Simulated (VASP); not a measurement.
# NbSi (CsCl type) (Pm-3m) in VASP: notebook, part 2 of 2

VASP 6.6.1. Earlier steps stand in the parts before.

### Step 3. Single point, LDA (volume scaled by 0.7)

The input, INCAR:

```
  ALGO = Normal
  EDIFF = 1E-6
  ENCUT = 520
  ISIF = 2
  ISMEAR = -1
  LASPH = True
  LCHARG = False
  LREAL = False
  LWAVE = False
  NBANDS = 16
  NELM = 60
  PREC = Accurate
  SIGMA = 0.1
```

The input, KPOINTS:

```
k-points
0
Gamma
  14 14 14
```

The input, POSCAR:

```
NbSi
1.0
    2.7613783142      0.0000000000      0.0000000000
    0.0000000000      2.7613783142      0.0000000000
    0.0000000000      0.0000000000      2.7613783142
Nb Si
1 1
Direct
    0.0000000000      0.0000000000      0.0000000000
    0.5000000000      0.5000000000      0.5000000000
```

Potentials or basis: VASP PAW LDA potentials, release 64 (Nb_sv, Si).

The run is started by

```console
$ cat potpaw_LDA.64/Nb_sv/POTCAR potpaw_LDA.64/Si/POTCAR > POTCAR
$ mpirun -np 1 vasp_std > vasp.out
```

OUTCAR:

```text
EDIFF = 1E-6
   ENCUT = 520
   ISIF = 2
   ISMEAR = -1
   LASPH = True
   LREAL = False
   NELM = 60
   PREC = Accurate

 ion  position               nearest neighbor table
   1  0.000  0.000  0.000-   2 2.39   2 2.39   2 2.39   2 2.39   2 2.39   2 2.39   2 2.39   2 2.39

   2  0.500  0.500  0.500-   1 2.39   1 2.39   1 2.39   1 2.39   1 2.39   1 2.39   1 2.39   1 2.39

  LATTYP: Found a simple cubic cell.
 ALAT       =     2.7613783142

  Lattice vectors:

 A1 = (   2.7613783142,   0.0000000000,   0.0000000000)
 A2 = (   0.0000000000,   2.7613783142,   0.0000000000)
 A3 = (   0.0000000000,   0.0000000000,   2.7613783142)

Analysis of symmetry for initial positions (statically):
=====================================================================
 Subroutine PRICEL returns:
 Original cell was already a primitive cell.

 Routine SETGRP: Setting up the symmetry group for a
 simple cubic supercell.

 Subroutine GETGRP returns: Found 48 space group operations
 (whereof 48 operations were pure point group operations)
 out of a pool of 48 trial point group operations.

The static configuration has the point symmetry O_h .

Analysis of symmetry for dynamics (positions and initial velocities):
=====================================================================
 Subroutine PRICEL returns:
 Original cell was already a primitive cell.

 Routine SETGRP: Setting up the symmetry group for a
 simple cubic supercell.

 Subroutine GETGRP returns: Found 48 space group operations
 (whereof 48 operations were pure point group operations)
 out of a pool of 48 trial point group operations.

The dynamic configuration has the point symmetry O_h .

 Subroutine INISYM returns: Found 48 space group operations
 (whereof 48 operations are pure point group operations),
 and found     1 'primitive' translations

----------------------------------------------------------------------------------------

                                     Primitive cell

  volume of cell :      21.0561

  direct lattice vectors                    reciprocal lattice vectors
     2.761378314  0.000000000  0.000000000     0.362137993  0.000000000  0.000000000
     0.000000000  2.761378314  0.000000000     0.000000000  0.362137993  0.000000000
     0.000000000  0.000000000  2.761378314     0.000000000  0.000000000  0.362137993

  length of vectors
     2.761378314  2.761378314  2.761378314     0.362137993  0.362137993  0.362137993

  position of ions in fractional coordinates (direct lattice)
     0.000000000  0.000000000  0.000000000
     0.500000000  0.500000000  0.500000000

  ion indices of the primitive-cell ions
   primitive index   ion index
                 1           1
                 2           2

----------------------------------------------------------------------------------------

 KPOINTS: k-points

Automatic generation of k-mesh.
 Grid dimensions read from file:
 generate k-points for:   14   14   14

 Generating k-lattice:

  Cartesian coordinates                     Fractional coordinates (reciprocal lattice)
     0.025866999  0.000000000  0.000000000     0.071428571  0.000000000  0.000000000
     0.000000000  0.025866999  0.000000000     0.000000000  0.071428571  0.000000000
     0.000000000  0.000000000  0.025866999     0.000000000  0.000000000  0.071428571

  Length of vectors
     0.025866999  0.025866999  0.025866999

  Shift w.r.t. Gamma in fractional coordinates (k-lattice)
     0.000000000  0.000000000  0.000000000

 Subroutine IBZKPT returns following result:
 ===========================================

 Found    120 irreducible k-points:

 Following reciprocal coordinates:
            Coordinates               Weight
  0.000000  0.000000  0.000000      1.000000
  0.071429  0.000000  0.000000      6.000000
  0.142857  0.000000  0.000000      6.000000
  0.214286  0.000000  0.000000      6.000000
  0.285714  0.000000  0.000000      6.000000
  0.357143  0.000000  0.000000      6.000000
[... 16 lines left out ...]
  0.285714  0.214286  0.000000     24.000000
  0.357143  0.214286  0.000000     24.000000
 [... further k-points ...]
   k-points           NKPTS =    120   k-points in BZ     NKDIM =    120   number of bands    NBANDS=     16
   number of dos      NEDOS =    301   number of ions     NIONS =      2
   total plane-waves  NPLWV =  13824
   dimension x,y,z NGX =    24 NGY =   24 NGZ =   24
   dimension x,y,z NGXF=    48 NGYF=   48 NGZF=   48
   ions per type =               1   1
   NGX,Y,Z   is equivalent  to a cutoff of  14.45, 14.45, 14.45 a.u.
   NGXF,Y,Z  is equivalent  to a cutoff of  28.90, 28.90, 28.90 a.u.
 SYSTEM =  unknown system
   PREC   = accura    normal or accurate (medium, high low for compatibility)
   ISTART =      0    job   : 0-new  1-cont  2-samecut
   ICHARG =      2    charge: 1-file 2-atom 10-const
   ISPIN  =      1    spin polarized calculation?
   LNONCOLLINEAR =      F non collinear calculations
   LSORBIT =      F    spin-orbit coupling
   LASPH  =      T    aspherical Exc in radial PAW
   ENCUT  =  520.0 eV  38.22 Ry    6.18 a.u.   5.13  5.13  5.13*2*pi/ulx,y,z
   NELM   =     60;   NELMIN=  2; NELMDL= -5     # of ELM steps
   EDIFF  = 0.1E-05   stopping-criterion for ELM
   LREAL  =      F    real-space projection
   EDIFFG = 0.1E-04   stopping-criterion for IOM
   NSW    =      0    number of steps for IOM
   IBRION =     -1    ionic relax: 0-MD 1-quasi-New 2-CG
   NFREE  =      0    steps in history (QN), initial steepest desc. (CG)
   ISIF   =      2    stress and relaxation
   ISYM   =      2    0-nonsym 1-usesym 2-fastsym
   POTIM  = 0.5000    time-step for ionic-motion
   TEBEG  =    0.0;   TEEND  =   0.0 temperature during run
   PSTRESS=    0.0 pullay stress
   NELECT =      17.0000    total number of electrons
   NUPDOWN=      -1.0000    fix difference up-down
   EMIN   =  10.00;   EMAX   =-10.00  energy-range for DOS
   EFERMI =   0.00;   METHOD = LEGACY
   ISMEAR =    -1;   SIGMA  =   0.10  broadening in eV -4-tet -1-fermi 0-gaus
   EFERMI_NEDOS =   21; number of points for ismear=-14 and -15
   IALGO  =     38    algorithm
   IMIX   =      4    mixing-type and parameters
     AMIX     =   0.40;   BMIX     =  1.00
     AMIX_MAG =   1.60;   BMIX_MAG =  1.00
  volume/ion in A,a.u.               =      10.53        71.05
  Fermi-wavevector in a.u.,A,eV,Ry     =   1.524399  2.880696 31.617100  2.323791
  Thomas-Fermi vector in A             =   2.632711
   LORBIT       =      0    0 simple, 1 ext, 2 COOP (PROOUT), +10 PAW based schemes
   GGA     = CA    functional components
   LHFCALC =     F    Hartree Fock is set to
   AEXX    =    0.0000 exact exchange contribution
   IVDW    =     0    specifies the selected vdW correction
   LEPSILON=     F    determine dielectric tensor
   LRPA    =     F    only Hartree local field effects (RPA)
 non-spin polarized calculation
  energy-cutoff  :      520.00
  volume of cell :       21.06
 maximum number of plane-waves:       587
 NGX is ok and might be reduce to    24
   NGX = 11   NGY = 11   NGZ = 11

 number of electron      16.9999999 magnetization

 Free energy of the ion-electron system (eV)
  ---------------------------------------------------
  ext. energy  EPLUGINS =         0.00000000
  ---------------------------------------------------
  free energy    TOTEN  =       -14.88395185 eV

  energy without entropy =      -14.84883374  energy(sigma->0) =      -14.86639280

 E-fermi :  17.6138     XC(G=0): -14.2241

 val. band max:       17.5934424204   @ k =   0.4286   0.3571   0.3571
 cond. band min:      17.6181659387   @ k =   0.4286   0.2143   0.1429
 fundamental gap:      0.0247235184
 Fermi energy:        17.6137829608

 k-point     1 :       0.0000    0.0000    0.0000
  band No.  band energies     occupation
      1     -36.2262      2.00000
      2     -12.0421      2.00000
      3     -12.0421      2.00000
      4     -12.0421      2.00000
      5       4.3743      2.00000
      6      12.6183      2.00000
[... 8 lines left out ...]
     15      29.8592      0.00000
     16      34.7686      0.00000

 k-point     2 :       0.0714    0.0000    0.0000
  band No.  band energies     occupation
      1     -36.2164      2.00000
      2     -12.1361      2.00000
      3     -12.0337      2.00000
      4     -12.0337      2.00000
      5       4.5233      2.00000
      6      12.6890      2.00000
[... 8 lines left out ...]
     15      30.1291      0.00000
     16      35.0596      0.00000
[... 387 lines left out ...]
      5       7.2038      2.00000
      6      12.2965      2.00000
[... 8 lines left out ...]
     15      31.8586      0.00000
     16      31.9327      0.00000

 k-point    24 :       0.3571    0.2143    0.0000
  band No.  band energies     occupation
      1     -35.9909      2.00000
      2     -13.3256      2.00000
      3     -12.5423      2.00000
      4     -11.8398      2.00000
      5       7.8310      2.00000
      6      11.6456      2.00000
[... 8 lines left out ...]
     15      30.8150      0.00000
     16      32.0006      0.00000

 [... further k-points ...]
[... 5 lines left out ...]
  --------------------------------------------------------------------------------------
  -------------------------------------------------------------------------------------
  Total       17.8908869     17.8908869     17.8908869     -0.0000000     -0.0000000      0.0000000
  in kB     1361.3340974   1361.3340974   1361.3340974     -0.0000000     -0.0000000      0.0000000
  external PRESSURE =    1361.3340974 kB  Pullay stress =       0.0000000 kB

 VOLUME and BASIS-vectors are now :
 -----------------------------------------------------------------------------
  energy-cutoff  :      520.00
  volume of cell :       21.06
      direct lattice vectors                 reciprocal lattice vectors
     2.761378314  0.000000000  0.000000000     0.362137993  0.000000000  0.000000000
     0.000000000  2.761378314  0.000000000     0.000000000  0.362137993  0.000000000
     0.000000000  0.000000000  2.761378314     0.000000000  0.000000000  0.362137993

 POSITION                                       TOTAL-FORCE (eV/Angst)
 -----------------------------------------------------------------------------------
      0.00000      0.00000      0.00000         0.000000      0.000000      0.000000
      1.38069      1.38069      1.38069         0.000000      0.000000      0.000000
 -----------------------------------------------------------------------------------
    total drift:                               -0.000000      0.000000      0.000000

  FREE ENERGIE OF THE ION-ELECTRON SYSTEM (eV)
  ---------------------------------------------------
  free  energy   TOTEN  =       -14.8839518488 eV

  energy  without entropy=      -14.8488337416  energy(sigma->0) =      -14.86639280
```

OSZICAR:

```text
N       E                     dE             d eps       ncg     rms          rms(c)
DAV:   1     0.143281116985E+03    0.14328E+03   -0.84562E+03  3864   0.107E+03
DAV:   2    -0.934312384447E+01   -0.15262E+03   -0.14279E+03  4656   0.380E+02
DAV:   3    -0.151389209215E+02   -0.57958E+01   -0.55583E+01  5896   0.658E+01
DAV:   4    -0.153305891568E+02   -0.19167E+00   -0.19130E+00  4848   0.104E+01
DAV:   5    -0.153382796419E+02   -0.76905E-02   -0.76895E-02  6128   0.200E+00    0.165E+01
DAV:   6    -0.148813713234E+02    0.45691E+00   -0.95704E-01  6392   0.114E+01    0.703E+00
DAV:   7    -0.148785213203E+02    0.28500E-02   -0.95061E-02  6528   0.263E+00    0.281E+00
DAV:   8    -0.148837468823E+02   -0.52256E-02   -0.30356E-02  5920   0.128E+00    0.356E-01
DAV:   9    -0.148838958893E+02   -0.14901E-03   -0.29449E-03  5432   0.404E-01    0.168E-01
DAV:  10    -0.148839504603E+02   -0.54571E-04   -0.68966E-04  4440   0.296E-01    0.656E-02
DAV:  11    -0.148839517379E+02   -0.12776E-05   -0.68575E-05  5176   0.989E-02    0.144E-02
DAV:  12    -0.148839518488E+02   -0.11089E-06   -0.19604E-06  4512   0.192E-02
   1 F= -.14883952E+02 E0= -.14866393E+02  d E =-.351181E-01
```

It took 42 s on 1 thread of Intel Xeon 8259CL, shared host; peak memory 0.16 GiB.

Results:

```
Free energy : -14.8840 eV
Pressure    : 136.1 GPa
```

Levels at points of the mesh, in eV from the Fermi level:
```csv
k point,band 5,band 6,band 7,band 8,band 9,band 10,band 11,band 12,band 13,band 14
"(0.00, 0.00, 0.00)",-13.24,-5.00,-5.00,3.25,3.25,3.25,4.03,4.03,4.03,12.25
"(0.50, 0.00, 0.00)",-8.13,-8.06,-3.02,-1.91,-1.91,4.24,4.26,6.92,10.87,10.87
"(0.50, 0.50, 0.00)",-10.47,-3.39,-2.85,-2.85,-0.26,-0.26,6.46,6.85,8.77,10.45
"(0.50, 0.50, 0.50)",-7.87,-7.87,-7.87,-2.85,6.12,6.12,6.12,7.16,7.16,13.17
```
